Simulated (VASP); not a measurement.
# BaTiO3 (R3m) in VASP: further runs, part 2 of 3

VASP 6.6.1.

## Step 3: Single point, PBE+U (strain +0.015 along x and y, +0.015 along z)

INCAR

```
SYSTEM = BaTiO3
PREC     = Accurate       ! precision mode
ENCUT    = 520            ! plane-wave cutoff, eV
EDIFF    = 1E-7           ! SCF threshold, eV
ISMEAR   = 0              ! smearing method
SIGMA    = 0.05           ! smearing width, eV
LREAL    = .False.        ! projectors in reciprocal space
LASPH    = .True.         ! aspherical terms in the spheres
NELM     = 150            ! most SCF steps
ALGO     = Normal         ! electronic algorithm
ISIF     = 2              ! what is computed and relaxed
LWAVE    = .False.        ! write WAVECAR
LCHARG   = .True.         ! write CHGCAR
LMAXMIX  = 4              ! l up to which the mixer works
LDAU     = .True.         ! DFT+U
LDAUTYPE = 2            
LDAUL    = -1 2 -1        ! shell
LDAUU    = 0 4 0          ! U, eV
LDAUJ    = 0 0 0        
LDAUPRINT= 1            
GGA      = PE             ! functional
LELF     = .True.         ! ELF
LVHAR    = .True.       
NBANDS   = 28             ! bands
```

KPOINTS

```
regular mesh
0
Gamma
  6 6 6
  0 0 0
```

POSCAR

```
BaTiO3
1.0
    2.9032776664      1.6762081422      2.3812443820
   -2.9032776664      1.6762081422      2.3812443820
    0.0000000000     -3.3524162845      2.3812443820
Ba Ti O
1 1 3
Direct
    0.0026800181      0.0026800181      0.0026800181
    0.5127992509      0.5127992509      0.5127992509
    0.4903227049      0.4903227049      0.9825753212
    0.4903227049      0.9825753212      0.4903227049
    0.9825753212      0.4903227049      0.4903227049
```

Potentials or basis: VASP PAW PBE potentials, release 64 (Ba_sv, Ti_sv, O).

On the command line:

```
> cat potpaw_PBE.64/Ba_sv/POTCAR potpaw_PBE.64/Ti_sv/POTCAR potpaw_PBE.64/O/POTCAR > POTCAR
> mpirun -np 1 vasp_std > vasp.out
```

OUTCAR:

```text
SYSTEM = BaTiO3
   PREC = Accurate
   ENCUT = 520
   EDIFF = 1E-7
   ISMEAR = 0
   LREAL = .False.
   LASPH = .True.
   NELM = 150
   ISIF = 2
   GGA = PE

 ion  position               nearest neighbor table
   1  0.003  0.003  0.003-   3 2.84   4 2.84   5 2.84   3 2.91   3 2.91   5 2.91   4 2.91   4 2.91
                             5 2.91   3 2.99   4 2.99   5 2.99   2 3.50   2 3.53   2 3.53   2 3.53
   2  0.513  0.513  0.513-   4 1.94   5 1.94   3 1.94   4 2.18   5 2.18   3 2.18   1 3.50   1 3.53
                             1 3.53   1 3.53   1 3.58   1 3.58   1 3.58   1 3.64
   3  0.490  0.490  0.983-   2 1.94   2 2.18   1 2.84   1 2.91   1 2.91   1 2.99
   4  0.490  0.983  0.490-   2 1.94   2 2.18   1 2.84   1 2.91   1 2.91   1 2.99
   5  0.983  0.490  0.490-   2 1.94   2 2.18   1 2.84   1 2.91   1 2.91   1 2.99

  LATTYP: Found a trigonal (rhomboedric) cell.
 ALAT       =     4.1120578487
 COS(alpha) =     0.0030148013

  Lattice vectors:

 A1 = (   2.9032776664,   1.6762081422,   2.3812443820)
 A2 = (  -2.9032776664,   1.6762081422,   2.3812443820)
 A3 = (   0.0000000000,  -3.3524162845,   2.3812443820)

Analysis of symmetry for initial positions (statically):
=====================================================================
 Subroutine PRICEL returns:
 Original cell was already a primitive cell.

 Routine SETGRP: Setting up the symmetry group for a
 trigonal (rhombohedral) supercell.

 Subroutine GETGRP returns: Found  6 space group operations
 (whereof  6 operations were pure point group operations)
 out of a pool of 12 trial point group operations.

The static configuration has the point symmetry C_3v.

Analysis of symmetry for dynamics (positions and initial velocities):
=====================================================================
 Subroutine PRICEL returns:
 Original cell was already a primitive cell.

 Routine SETGRP: Setting up the symmetry group for a
 trigonal (rhombohedral) supercell.

 Subroutine GETGRP returns: Found  6 space group operations
 (whereof  6 operations were pure point group operations)
 out of a pool of 12 trial point group operations.

The dynamic configuration has the point symmetry C_3v.

 Subroutine INISYM returns: Found  6 space group operations
 (whereof  6 operations are pure point group operations),
 and found     1 'primitive' translations

----------------------------------------------------------------------------------------

                                     Primitive cell

  volume of cell :      69.5299

  direct lattice vectors                    reciprocal lattice vectors
     2.903277666  1.676208142  2.381244382     0.172219146  0.099430770  0.139982832
    -2.903277666  1.676208142  2.381244382    -0.172219146  0.099430770  0.139982832
     0.000000000 -3.352416284  2.381244382     0.000000000 -0.198861540  0.139982832

  length of vectors
     4.112057849  4.112057849  4.112057849     0.243189444  0.243189444  0.243189444

  position of ions in fractional coordinates (direct lattice)
     0.002680018  0.002680018  0.002680018
     0.512799251  0.512799251  0.512799251
     0.490322705  0.490322705  0.982575321
     0.490322705  0.982575321  0.490322705
[... 106 lines left out ...]
 LDA+U is selected, type is set to LDAUTYPE =  2
   angular momentum for each species LDAUL =    -1    2   -1
   U (eV)           for each species LDAUU =   0.0  4.0  0.0
   J (eV)           for each species LDAUJ =   0.0  0.0  0.0
   GGA     = PE    functional components
   LHFCALC =     F    Hartree Fock is set to
   AEXX    =    0.0000 exact exchange contribution
   IVDW    =     0    specifies the selected vdW correction
   LEPSILON=     F    determine dielectric tensor
   LRPA    =     F    only Hartree local field effects (RPA)
 non-spin polarized calculation
 Gauss-broadening in eV      SIGMA  =   0.05
  energy-cutoff  :      520.00
  volume of cell :       69.53
 maximum number of plane-waves:      1888
 NGX is ok and might be reduce to    32
   NGX = 15   NGY = 15   NGZ = 15

atom =   2  type =  2  l = 2

 onsite density matrix

spin component  1

  0.1552  0.0000 -0.0000  0.0596  0.0000
  0.0000  0.1835 -0.0000 -0.0000  0.0596
 -0.0000 -0.0000  0.1062  0.0000  0.0000
  0.0596 -0.0000  0.0000  0.1835 -0.0000
  0.0000  0.0596  0.0000 -0.0000  0.1552

spin component  2

  0.1552  0.0000 -0.0000  0.0596  0.0000
  0.0000  0.1835 -0.0000 -0.0000  0.0596
 -0.0000 -0.0000  0.1062  0.0000  0.0000
  0.0596 -0.0000  0.0000  0.1835 -0.0000
  0.0000  0.0596  0.0000 -0.0000  0.1552

 occupancies and eigenvectors

  o =  0.1062  v =  0.0000 -0.0000 -1.0000  0.0000  0.0000  0.0000  0.0000  0.0000  0.0000  0.0000      0.0000  0.0000  0.0000  0.0000  0.0000  0.0000  0.0000  0.0000  0.0000  0.0000
  o =  0.1062  v =  0.0000  0.0000  0.0000  0.0000  0.0000  0.0000 -0.0000 -1.0000  0.0000  0.0000      0.0000  0.0000  0.0000  0.0000  0.0000  0.0000  0.0000  0.0000  0.0000  0.0000
  o =  0.1081  v =  0.0000 -0.6201  0.0000  0.0000  0.7845  0.0000  0.0000  0.0000  0.0000  0.0000      0.0000  0.0000  0.0000  0.0000  0.0000  0.0000  0.0000  0.0000  0.0000  0.0000
  o =  0.1081  v =  0.0000  0.0000  0.0000  0.0000  0.0000  0.0000 -0.6201  0.0000  0.0000  0.7845      0.0000  0.0000  0.0000  0.0000  0.0000  0.0000  0.0000  0.0000  0.0000  0.0000
  o =  0.1081  v =  0.0000  0.0000  0.0000  0.0000  0.0000 -0.7845  0.0000 -0.0000  0.6201  0.0000      0.0000  0.0000  0.0000  0.0000  0.0000  0.0000  0.0000  0.0000  0.0000  0.0000
  o =  0.1081  v = -0.7845  0.0000 -0.0000  0.6201  0.0000  0.0000  0.0000  0.0000  0.0000  0.0000      0.0000  0.0000  0.0000  0.0000  0.0000  0.0000  0.0000  0.0000  0.0000  0.0000
  o =  0.2306  v =  0.0000  0.0000  0.0000  0.0000  0.0000 -0.6201  0.0000  0.0000 -0.7845 -0.0000      0.0000  0.0000  0.0000  0.0000  0.0000  0.0000  0.0000  0.0000  0.0000  0.0000
  o =  0.2306  v = -0.6201  0.0000  0.0000 -0.7845 -0.0000  0.0000  0.0000  0.0000  0.0000  0.0000      0.0000  0.0000  0.0000  0.0000  0.0000  0.0000  0.0000  0.0000  0.0000  0.0000
  o =  0.2306  v =  0.0000 -0.7845 -0.0000  0.0000 -0.6201  0.0000  0.0000  0.0000  0.0000  0.0000      0.0000  0.0000  0.0000  0.0000  0.0000  0.0000  0.0000  0.0000  0.0000  0.0000
  o =  0.2306  v =  0.0000  0.0000  0.0000  0.0000  0.0000  0.0000 -0.7845 -0.0000  0.0000 -0.6201      0.0000  0.0000  0.0000  0.0000  0.0000  0.0000  0.0000  0.0000  0.0000  0.0000

 number of electron      39.9999998 magnetization

 Free energy of the ion-electron system (eV)
  ---------------------------------------------------
  ext. energy  EPLUGINS =         0.00000000
  ---------------------------------------------------
  free energy    TOTEN  =       -37.30822263 eV

  energy without entropy =      -37.30822263  energy(sigma->0) =      -37.30822263

 E-fermi :   3.6542     XC(G=0): -10.8319

 val. band max:        3.3230087736   @ k =   0.5000   0.5000   0.5000
 cond. band min:       5.8190140353   @ k =   0.0000   0.0000   0.0000
 fundamental gap:      2.4960052617
 Fermi energy:         3.6541529505

 k-point     1 :       0.0000    0.0000    0.0000
  band No.  band energies     occupation
      1     -54.4812      2.00000
      2     -30.6457      2.00000
      3     -30.6288      2.00000
      4     -30.6288      2.00000
      5     -21.6946      2.00000
      6     -13.3897      2.00000
[... 733 lines left out ...]
     27      11.0729      0.00000
     28      11.4660      0.00000

 [... further k-points ...]

------------------------ aborting loop because EDIFF is reached ----------------------------------------

  FORCE on cell =-STRESS in cart. coord.  units (eV):
  Direction    XX          YY          ZZ          XY          YZ          ZX
  --------------------------------------------------------------------------------------
  -------------------------------------------------------------------------------------
  Total       -1.4646434     -1.4646434     -1.4843165      0.0000000      0.0000000      0.0000000
  in kB      -33.7497632    -33.7497632    -34.2030910      0.0000000      0.0000000      0.0000000
  external PRESSURE =     -33.9008725 kB  Pullay stress =       0.0000000 kB

 VOLUME and BASIS-vectors are now :
 -----------------------------------------------------------------------------
  energy-cutoff  :      520.00
  volume of cell :       69.53
      direct lattice vectors                 reciprocal lattice vectors
     2.903277666  1.676208142  2.381244382     0.172219146  0.099430770  0.139982832
    -2.903277666  1.676208142  2.381244382    -0.172219146  0.099430770  0.139982832
     0.000000000 -3.352416284  2.381244382     0.000000000 -0.198861540  0.139982832

 POSITION                                       TOTAL-FORCE (eV/Angst)
 -----------------------------------------------------------------------------------
      0.00000     -0.00000      0.01915         0.000000     -0.000000      0.001853
      0.00000     -0.00000      3.66330         0.000000      0.000000     -0.165975
      0.00000     -1.65024      4.67491         0.000000     -0.035993      0.054707
     -1.42915      0.82512      4.67491        -0.031171      0.017997      0.054707
      1.42915      0.82512      4.67491         0.031171      0.017997      0.054707
 -----------------------------------------------------------------------------------
    total drift:                                0.000000      0.000001      0.000368

  FREE ENERGIE OF THE ION-ELECTRON SYSTEM (eV)
  ---------------------------------------------------
  free  energy   TOTEN  =       -37.3082226338 eV

  energy  without entropy=      -37.3082226338  energy(sigma->0) =      -37.30822263
```

Wall time 28 s (1 thread of Intel Xeon 6975P-C (Granite Rapids), shared host); peak memory 0.21 GiB.

Results:

| Item | Value |
| --- | --- |
| Free energy | -37.3082 eV |
| Pressure | -3.4 GPa |
| Largest force | 0.166 eV/Å |
| Band gap on the k mesh | 2.50 eV (least direct gap 2.93 eV) |

Forces in eV/Å, atoms in the order of the input:
```
Ba   0.000  0.000  0.002
Ti   0.000  0.000 -0.166
O    0.000 -0.036  0.055
O   -0.031  0.018  0.055
O    0.031  0.018  0.055
```

Levels at points of the mesh, in eV from the valence-band top:
```tsv
k point	band 18	band 19	band 20	band 21	band 22	band 23
(0.00, 0.00, 0.00)	-0.49	-0.43	-0.43	2.50	2.50	2.58
(0.50, 0.00, 0.00)	-1.52	-0.92	-0.86	2.65	3.74	3.80
(0.50, 0.50, 0.00)	-0.93	-0.89	-0.08	3.80	3.80	4.14
(0.50, 0.50, 0.50)	-0.02	-0.02	0.00	4.24	4.35	4.35
```

Eigenvalues of the final occupation matrices:
```csv
site,spin,trace,eigenvalues
site 2 d,1,0.78,0.11 0.11 0.11 0.23 0.23
site 2 d,2,0.78,0.11 0.11 0.11 0.23 0.23
```

Caveat: the cell differs from its parent crystal (strain +0.015 along x and y, +0.015 along z); the cell stands under tension; spin-orbit coupling is left out, which moves the levels of the heavy elements. A k mesh can miss the band edges.

## Step 4: Single point, PBE+U (strain +0.030 along x and y, +0.000 along z)

INCAR

```
SYSTEM = BaTiO3
ALGO     = Normal         ! electronic algorithm
EDIFF    = 1E-7           ! SCF threshold, eV
ENCUT    = 520            ! plane-wave cutoff, eV
GGA      = PE             ! functional
ISIF     = 2              ! what is computed and relaxed
ISMEAR   = 0              ! smearing method
LASPH    = .TRUE.         ! aspherical terms in the spheres
LCHARG   = .FALSE.        ! write CHGCAR
LDAU     = .TRUE.         ! DFT+U
LDAUJ    = 0 0 0        
LDAUL    = -1 2 -1        ! shell
LDAUPRINT= 1            
LDAUTYPE = 2            
LDAUU    = 0 4 0          ! U, eV
LMAXMIX  = 4              ! l up to which the mixer works
LREAL    = .FALSE.        ! projectors in reciprocal space
LWAVE    = .FALSE.        ! write WAVECAR
NBANDS   = 28             ! bands
NELM     = 150            ! most SCF steps
PREC     = Accurate       ! precision mode
SIGMA    = 0.05           ! smearing width, eV
```

KPOINTS

```
k-points
0
G
  6 6 6
  0 0 0
```

POSCAR: that of step 3 with these lines changed.

```diff
@@ -2,5 +2,5 @@
 1.0
-    2.9032776664      1.6762081422      2.3812443820
-   -2.9032776664      1.6762081422      2.3812443820
-    0.0000000000     -3.3524162845      2.3812443820
+    2.9461832477      1.7009796911      2.3460535783
+   -2.9461832477      1.7009796911      2.3460535783
+    0.0000000000     -3.4019593823      2.3460535783
 Ba Ti O
```

Potentials or basis: VASP PAW PBE potentials, release 64 (Ba_sv, Ti_sv, O).

On the command line:

```
> cat potpaw_PBE.64/Ba_sv/POTCAR potpaw_PBE.64/Ti_sv/POTCAR potpaw_PBE.64/O/POTCAR > POTCAR
> mpirun -np 1 vasp_std > vasp.out
```

OUTCAR:

```text
SYSTEM = BaTiO3
   EDIFF = 1E-7
   ENCUT = 520
   GGA = PE
   ISIF = 2
   ISMEAR = 0
   LASPH = .TRUE.
   LREAL = .FALSE.
   NELM = 150
   PREC = Accurate

 ion  position               nearest neighbor table
   1  0.003  0.003  0.003-   3 2.83   4 2.83   5 2.83   5 2.95   4 2.95   4 2.95   5 2.95   3 2.95
                             3 2.95   3 2.97   4 2.97   5 2.97   2 3.45   2 3.58   2 3.58   2 3.58
   2  0.513  0.513  0.513-   4 1.95   5 1.95   3 1.95   4 2.19   5 2.19   3 2.19   1 3.45   1 3.58
[... 990 lines left out ...]
  -------------------------------------------------------------------------------------
  Total       -3.2771311     -3.2771311     -0.6158322      0.0000000      0.0000000      0.0000000
  in kB      -74.4314252    -74.4314252    -13.9870101      0.0000000      0.0000000      0.0000000
  external PRESSURE =     -54.2832868 kB  Pullay stress =       0.0000000 kB

 VOLUME and BASIS-vectors are now :
 -----------------------------------------------------------------------------
  energy-cutoff  :      520.00
  volume of cell :       70.54
      direct lattice vectors                 reciprocal lattice vectors
     2.946183248  1.700979691  2.346053578     0.169711100  0.097982749  0.142082575
    -2.946183248  1.700979691  2.346053578    -0.169711100  0.097982749  0.142082575
     0.000000000 -3.401959382  2.346053578     0.000000000 -0.195965499  0.142082575

 POSITION                                       TOTAL-FORCE (eV/Angst)
 -----------------------------------------------------------------------------------
      0.00000     -0.00000      0.01886         0.000000      0.000000     -0.001847
      0.00000     -0.00000      3.60916         0.000000      0.000000     -0.106818
      0.00000     -1.67462      4.60582         0.000000      0.089810      0.036222
     -1.45027      0.83731      4.60582         0.077778     -0.044905      0.036222
      1.45027      0.83731      4.60582        -0.077778     -0.044905      0.036222
 -----------------------------------------------------------------------------------
    total drift:                                0.000000     -0.000000     -0.000085

  FREE ENERGIE OF THE ION-ELECTRON SYSTEM (eV)
  ---------------------------------------------------
  free  energy   TOTEN  =       -37.2551281966 eV

  energy  without entropy=      -37.2551281966  energy(sigma->0) =      -37.25512820
```

OSZICAR:

```text
N       E                     dE             d eps       ncg     rms          rms(c)
DAV:   1     0.431053837867E+03    0.43105E+03   -0.20737E+04  1792   0.153E+03
DAV:   2    -0.456587583863E+01   -0.43562E+03   -0.41567E+03  2080   0.420E+02
DAV:   3    -0.473640158511E+02   -0.42798E+02   -0.42461E+02  2528   0.130E+02
DAV:   4    -0.493740224117E+02   -0.20100E+01   -0.20055E+01  2720   0.241E+01
DAV:   5    -0.494442005714E+02   -0.70178E-01   -0.70167E-01  2456   0.327E+00    0.221E+01
DAV:   6    -0.372346190864E+02    0.12210E+02   -0.60210E+01  2744   0.648E+01    0.889E+00
DAV:   7    -0.373643755198E+02   -0.12976E+00   -0.88179E+00  2408   0.180E+01    0.530E+00
DAV:   8    -0.372410702526E+02    0.12331E+00   -0.11088E+00  2284   0.873E+00    0.241E+00
DAV:   9    -0.372689245447E+02   -0.27854E-01   -0.21593E-01  2192   0.291E+00    0.121E+00
DAV:  10    -0.372620055635E+02    0.69190E-02   -0.92642E-02  2296   0.215E+00    0.684E-01
DAV:  11    -0.372574534188E+02    0.45521E-02   -0.53569E-02  2548   0.194E+00    0.372E-01
DAV:  12    -0.372551774651E+02    0.22760E-02   -0.60446E-03  2212   0.730E-01    0.919E-02
DAV:  13    -0.372551358320E+02    0.41633E-04   -0.11676E-03  2688   0.206E-01    0.385E-02
DAV:  14    -0.372551302043E+02    0.56277E-05   -0.88751E-05  2128   0.709E-02    0.149E-02
DAV:  15    -0.372551287935E+02    0.14108E-05   -0.93219E-06  2484   0.163E-02    0.943E-03
DAV:  16    -0.372551296924E+02   -0.89889E-06   -0.10414E-05  2180   0.324E-02    0.955E-03
DAV:  17    -0.372551282144E+02    0.14780E-05   -0.44751E-06  2440   0.172E-02    0.245E-03
DAV:  18    -0.372551281966E+02    0.17771E-07   -0.15285E-07  1660   0.284E-03
   1 F= -.37255128E+02 E0= -.37255128E+02  d E =-.124837E-11
```

Wall time 27 s (1 thread of Intel Xeon 6975P-C (Granite Rapids), shared host); peak memory 0.21 GiB.

What came out:

```
Free energy            : -37.2551 eV
Pressure               : -5.4 GPa
Largest force          : 0.107 eV/Å
Band gap on the k mesh : 2.42 eV (least direct gap 2.85 eV)
```

Forces on the atoms (eV/Å):
```
Ba   0.000  0.000 -0.002
Ti   0.000  0.000 -0.107
O    0.000  0.090  0.036
O    0.078 -0.045  0.036
O   -0.078 -0.045  0.036
```

Levels at points of the mesh, in eV from the valence-band top:
```
           k point  band 18  band 19  band 20  band 21  band 22  band 23
(0.00, 0.00, 0.00)    -0.51    -0.51    -0.43     2.42     2.43     2.43
(0.50, 0.00, 0.00)    -1.51    -0.95    -0.87     2.56     3.60     3.65
(0.50, 0.50, 0.00)    -0.94    -0.94    -0.10     3.63     3.70     4.02
(0.50, 0.50, 0.50)    -0.05    -0.05     0.00     4.06     4.23     4.23
```

Eigenvalues of the final occupation matrices:
| site | spin | trace | eigenvalues |
| --- | --- | --- | --- |
| site 2 d | 1 | 0.77 | 0.11 0.11 0.11 0.23 0.23 |
| site 2 d | 2 | 0.77 | 0.11 0.11 0.11 0.23 0.23 |

Caveat: the cell differs from its parent crystal (strain +0.030 along x and y, +0.000 along z); the stress differs along the axes, from -7 to -1 GPa; spin-orbit coupling is left out, which moves the levels of the heavy elements. A k mesh can miss the band edges.

[end of part 2 of 3]
